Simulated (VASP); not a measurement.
# LiF (I4/mmm) in VASP: notebook

LiF is run at these levels: PBE, r2SCAN; tasks: single point.

Everything below comes from runs of VASP 6.6.1. Logs are shortened: lines on timing, memory, paths and dates and some standing lists are left out, and cuts for length are marked.

### 1 The cell of the first run

It takes space group I4/mmm (No. 139, tetragonal). Conventional cell: a = 2.821 Å, b = 2.821 Å, c = 4.109 Å, α = 90.00°, β = 90.00°, γ = 90.00°. Li (site symmetry 4/mmm) has 6 F at 1.99 to 2.05 Å within 2.6 Å. Within 2.6 Å of F (site symmetry 4/mmm) lie 6 Li at 1.99 to 2.05 Å.

### 2 Single point, PBE (uniaxial z strain +3.0%)

Contents of INCAR:

```
SYSTEM = LiF
ALGO = Normal
EDIFF = 1E-6
ENCUT = 520
GGA = PE
ISIF = 2
ISMEAR = -1
LASPH = .True.
LCHARG = .False.
LREAL = .False.
LWAVE = .False.
NBANDS = 12
NELM = 80
PREC = Accurate
SIGMA = 0.02
```

Contents of KPOINTS:

```
k-points
0
Gamma
  10 10 10
  0 0 0
```

Contents of POSCAR:

```
LiF
1.0
    0.0000000000      1.9948717404      2.0547178926
    1.9948717404      0.0000000000      2.0547178926
    1.9948717404      1.9948717404      0.0000000000
Li F
1 1
Direct
    0.0000000000      0.0000000000      0.0000000000
    0.5000000000      0.5000000000      0.5000000000
```

Potentials or basis: VASP PAW PBE potentials, release 64 (Li_sv, F).

Started as:

```
$ cat potpaw_PBE.64/Li_sv/POTCAR potpaw_PBE.64/F/POTCAR > POTCAR
$ mpirun -np 1 vasp_std > vasp.out
```

OUTCAR:

```text
SYSTEM = LiF
   EDIFF = 1E-6
   ENCUT = 520
   GGA = PE
   ISIF = 2
   ISMEAR = -1
   LASPH = .True.
   LREAL = .False.
   NELM = 80
   PREC = Accurate

 ion  position               nearest neighbor table
   1  0.000  0.000  0.000-   2 1.99   2 1.99   2 1.99   2 1.99   2 2.05   2 2.05
   2  0.500  0.500  0.500-   1 1.99   1 1.99   1 1.99   1 1.99   1 2.05   1 2.05

  LATTYP: Found a body centered tetragonal cell.
 ALAT       =     2.8211746705
 C/A-ratio  =     1.4566399692

  Lattice vectors:

 A1 = (  -1.9948717404,   0.0000000000,   2.0547178926)
 A2 = (   1.9948717404,   0.0000000000,   2.0547178926)
 A3 = (   0.0000000000,   1.9948717404,  -2.0547178926)

Analysis of symmetry for initial positions (statically):
=====================================================================
 Subroutine PRICEL returns:
 Original cell was already a primitive cell.

 Routine SETGRP: Setting up the symmetry group for a
 body centered tetragonal supercell.

 Subroutine GETGRP returns: Found 16 space group operations
 (whereof 16 operations were pure point group operations)
 out of a pool of 16 trial point group operations.

The static configuration has the point symmetry D_4h.

Analysis of symmetry for dynamics (positions and initial velocities):
=====================================================================
 Subroutine PRICEL returns:
 Original cell was already a primitive cell.

 Routine SETGRP: Setting up the symmetry group for a
 body centered tetragonal supercell.

 Subroutine GETGRP returns: Found 16 space group operations
 (whereof 16 operations were pure point group operations)
 out of a pool of 16 trial point group operations.

The dynamic configuration has the point symmetry D_4h.

 Subroutine INISYM returns: Found 16 space group operations
 (whereof 16 operations are pure point group operations),
 and found     1 'primitive' translations

----------------------------------------------------------------------------------------

                                     Primitive cell

  volume of cell :      16.3536

  direct lattice vectors                    reciprocal lattice vectors
     0.000000000  1.994871740  2.054717893    -0.250642680  0.250642680  0.243342408
     1.994871740  0.000000000  2.054717893     0.250642680 -0.250642680  0.243342408
     1.994871740  1.994871740  0.000000000     0.250642680  0.250642680 -0.243342408

  length of vectors
     2.863804965  2.863804965  2.821174670     0.429952363  0.429952363  0.429952363

  position of ions in fractional coordinates (direct lattice)
     0.000000000  0.000000000  0.000000000
     0.500000000  0.500000000  0.500000000

  ion indices of the primitive-cell ions
   primitive index   ion index
                 1           1
                 2           2

----------------------------------------------------------------------------------------

 KPOINTS: k-points

Automatic generation of k-mesh.
 Grid dimensions read from file:
 generate k-points for:   10   10   10

 Generating k-lattice:

  Cartesian coordinates                     Fractional coordinates (reciprocal lattice)
    -0.025064268  0.025064268  0.024334241     0.100000000  0.000000000  0.000000000
     0.025064268 -0.025064268  0.024334241     0.000000000  0.100000000  0.000000000
     0.025064268  0.025064268 -0.024334241     0.000000000  0.000000000  0.100000000

  Length of vectors
     0.042995236  0.042995236  0.042995236

  Shift w.r.t. Gamma in fractional coordinates (k-lattice)
     0.000000000  0.000000000  0.000000000

 Subroutine IBZKPT returns following result:
 ===========================================

 Found    102 irreducible k-points:

 Following reciprocal coordinates:
            Coordinates               Weight
  0.000000  0.000000  0.000000      1.000000
  0.100000  0.000000  0.000000      8.000000
  0.200000  0.000000  0.000000      8.000000
  0.300000  0.000000  0.000000      8.000000
  0.400000  0.000000  0.000000      8.000000
  0.500000  0.000000  0.000000      4.000000
[... 16 lines left out ...]
  0.300000  0.300000  0.000000      2.000000
  0.400000  0.300000  0.000000      8.000000
 [... further k-points ...]
   k-points           NKPTS =    102   k-points in BZ     NKDIM =    102   number of bands    NBANDS=     12
   number of dos      NEDOS =    301   number of ions     NIONS =      2
   total plane-waves  NPLWV =  13824
   dimension x,y,z NGX =    24 NGY =   24 NGZ =   24
   dimension x,y,z NGXF=    48 NGYF=   48 NGZF=   48
   ions per type =               1   1
   NGX,Y,Z   is equivalent  to a cutoff of  13.93, 13.93, 14.14 a.u.
   NGXF,Y,Z  is equivalent  to a cutoff of  27.86, 27.86, 28.29 a.u.
 SYSTEM =  LiF
   PREC   = accura    normal or accurate (medium, high low for compatibility)
   ISTART =      0    job   : 0-new  1-cont  2-samecut
   ICHARG =      2    charge: 1-file 2-atom 10-const
   ISPIN  =      1    spin polarized calculation?
   LNONCOLLINEAR =      F non collinear calculations
   LSORBIT =      F    spin-orbit coupling
   LASPH  =      T    aspherical Exc in radial PAW
   ENCUT  =  520.0 eV  38.22 Ry    6.18 a.u.   5.32  5.32  5.25*2*pi/ulx,y,z
   NELM   =     80;   NELMIN=  2; NELMDL= -5     # of ELM steps
   EDIFF  = 0.1E-05   stopping-criterion for ELM
   LREAL  =      F    real-space projection
   EDIFFG = 0.1E-04   stopping-criterion for IOM
   NSW    =      0    number of steps for IOM
   IBRION =     -1    ionic relax: 0-MD 1-quasi-New 2-CG
   NFREE  =      0    steps in history (QN), initial steepest desc. (CG)
   ISIF   =      2    stress and relaxation
   ISYM   =      2    0-nonsym 1-usesym 2-fastsym
   POTIM  = 0.5000    time-step for ionic-motion
   TEBEG  =    0.0;   TEEND  =   0.0 temperature during run
   PSTRESS=    0.0 pullay stress
   NELECT =      10.0000    total number of electrons
   NUPDOWN=      -1.0000    fix difference up-down
   EMIN   =  10.00;   EMAX   =-10.00  energy-range for DOS
   EFERMI =   0.00;   METHOD = LEGACY
   ISMEAR =    -1;   SIGMA  =   0.02  broadening in eV -4-tet -1-fermi 0-gaus
   EFERMI_NEDOS =   21; number of points for ismear=-14 and -15
   IALGO  =     38    algorithm
   IMIX   =      4    mixing-type and parameters
     AMIX     =   0.40;   BMIX     =  1.00
     AMIX_MAG =   1.60;   BMIX_MAG =  1.00
  volume/ion in A,a.u.               =       8.18        55.18
  Fermi-wavevector in a.u.,A,eV,Ry     =   1.389539  2.625848 26.270387  1.930819
  Thomas-Fermi vector in A             =   2.513560
   LORBIT       =      0    0 simple, 1 ext, 2 COOP (PROOUT), +10 PAW based schemes
   GGA     = PE    functional components
[... 5 lines left out ...]
 non-spin polarized calculation
  energy-cutoff  :      520.00
  volume of cell :       16.35
 maximum number of plane-waves:       452
 NGX is ok and might be reduce to    24
   NGX = 11   NGY = 11   NGZ = 11

 number of electron      10.0000000 magnetization

 number of electron       9.9999992 magnetization

 Free energy of the ion-electron system (eV)
  ---------------------------------------------------
  ext. energy  EPLUGINS =         0.00000000
  ---------------------------------------------------
  free energy    TOTEN  =        -9.63551904 eV

  energy without entropy =       -9.63551904  energy(sigma->0) =       -9.63551904

 E-fermi :  -0.5232     XC(G=0):  -9.9765

 val. band max:       -0.9844890567   @ k =   0.0000   0.0000   0.0000
 cond. band min:       8.0546105292   @ k =   0.0000   0.0000   0.0000
 fundamental gap:      9.0390995859
 Fermi energy:        -0.5231686642

 k-point     1 :       0.0000    0.0000    0.0000
  band No.  band energies     occupation
      1     -41.9443      2.00000
      2     -20.9965      2.00000
      3      -1.0483      2.00000
      4      -1.0483      2.00000
      5      -0.9845      2.00000
      6       8.0546      0.00000
      7      22.4869      0.00000
      8      23.1321      0.00000
      9      23.1671      0.00000
     10      23.1671      0.00000
     11      23.3862      0.00000
     12      23.3862      0.00000

 k-point     2 :       0.1000    0.0000    0.0000
  band No.  band energies     occupation
      1     -41.9388      2.00000
      2     -20.9582      2.00000
      3      -1.3173      2.00000
      4      -1.0660      2.00000
      5      -1.0306      2.00000
      6       8.3449      0.00000
      7      20.2339      0.00000
      8      21.4570      0.00000
      9      21.9215      0.00000
     10      24.2015      0.00000
     11      24.4234      0.00000
     12      24.4678      0.00000

 k-point     3 :       0.2000    0.0000    0.0000
  band No.  band energies     occupation
      1     -41.9242      2.00000
      2     -20.8545      2.00000
      3      -2.0030      2.00000
      4      -1.1113      2.00000
      5      -1.1047      2.00000
      6       8.9962      0.00000
      7      17.7783      0.00000
      8      19.9394      0.00000
      9      20.4580      0.00000
     10      25.2876      0.00000
     11      25.7077      0.00000
     12      25.7451      0.00000
[... 286 lines left out ...]
 k-point    23 :       0.3000    0.3000    0.0000
  band No.  band energies     occupation
      1     -41.8984      2.00000
      2     -20.5911      2.00000
      3      -2.9505      2.00000
      4      -1.6566      2.00000
      5      -1.6566      2.00000
      6      11.0868      0.00000
      7      17.1110      0.00000
      8      17.8533      0.00000
      9      19.6913      0.00000
     10      19.6913      0.00000
     11      33.1294      0.00000
     12      34.0258      0.00000

 k-point    24 :       0.4000    0.3000    0.0000
  band No.  band energies     occupation
      1     -41.8878      2.00000
      2     -20.4860      2.00000
      3      -3.3572      2.00000
      4      -1.8663      2.00000
      5      -1.7434      2.00000
      6      11.8660      0.00000
      7      15.9692      0.00000
      8      17.3821      0.00000
      9      19.4280      0.00000
     10      20.4965      0.00000
     11      32.6473      0.00000
     12      34.1222      0.00000

 [... further k-points ...]
[... 5 lines left out ...]
  --------------------------------------------------------------------------------------
  -------------------------------------------------------------------------------------
  Total        0.2497560      0.2497560      0.0233027      0.0000000      0.0000000     -0.0000000
  in kB       24.4688933     24.4688933      2.2829925      0.0000000      0.0000000     -0.0000000
  external PRESSURE =      17.0735930 kB  Pullay stress =       0.0000000 kB

 VOLUME and BASIS-vectors are now :
 -----------------------------------------------------------------------------
  energy-cutoff  :      520.00
  volume of cell :       16.35
      direct lattice vectors                 reciprocal lattice vectors
     0.000000000  1.994871740  2.054717893    -0.250642680  0.250642680  0.243342408
     1.994871740  0.000000000  2.054717893     0.250642680 -0.250642680  0.243342408
     1.994871740  1.994871740  0.000000000     0.250642680  0.250642680 -0.243342408

 POSITION                                       TOTAL-FORCE (eV/Angst)
 -----------------------------------------------------------------------------------
      0.00000      0.00000      0.00000        -0.000000      0.000000      0.000000
      1.99487      1.99487      2.05472         0.000000     -0.000000     -0.000000
 -----------------------------------------------------------------------------------
    total drift:                               -0.000000     -0.000000      0.000000

  FREE ENERGIE OF THE ION-ELECTRON SYSTEM (eV)
  ---------------------------------------------------
  free  energy   TOTEN  =        -9.6355190409 eV

  energy  without entropy=       -9.6355190409  energy(sigma->0) =       -9.63551904
```

Run time: 34 s. Hardware: 1 thread of Intel Xeon 6975P-C, shared host; peak memory 0.14 GiB.

What came out:

- Free energy: -9.6355 eV
- Band gap on the k mesh: 9.04 eV, direct

Caveat: the cell differs from its parent crystal (uniaxial z strain +3.0%); the cutoff is under 1.25 times the usual one of these potentials, so pressure, stress and relaxed cells hold a basis-set (Pulay) error. A k mesh can miss the band edges.

(Continued in part 2 of 2.)
